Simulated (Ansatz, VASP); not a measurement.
## Al2Ru: VASP beside Ansatz

```
Al Ru
1.0
     0.00000    3.98762    4.38526
     2.35098    0.00000    4.38526
     2.35098    3.98762    0.00000
Al Ru
4 2
Direct
  0.07888 0.42112 0.07888
  0.42112 0.07888 0.42112
  0.17112 0.82888 0.17112
  0.82888 0.17112 0.82888
  0.75000 0.75000 0.75000
  0.50000 0.50000 0.50000
```

Alike in both runs: functional PBEsol; k mesh 10 × 10 × 10; occupations gaussian, width 0.01 eV; no spin polarisation.

Ansatz relaxed the structure, and its values are those at the end. VASP's run is a single point on that final structure, the one shown.

```csv
,VASP,Ansatz
version,VASP 6.6.1,Ansatz 0.2.0
potentials or method,"VASP PAW PBE potentials, release 64 (Al, Ru_pv), cutoff 500 eV","scalar-relativistic, plane waves, PAW"
valence electrons in the cell,40,44
```

```csv
,VASP,Ansatz,Ansatz less VASP
gap on the k mesh at the Fermi level (eV),0.08,0.08,0.000
least direct gap on the mesh (eV),1.23,1.23,+0.001
pressure (GPa),0.1,0.0,-0.11
```

VASP's potentials were made for PBE, not for PBEsol. VASP's potentials hold 40 valence electrons a cell and Ansatz's 44, so a difference there can come from the potentials and not from the codes.
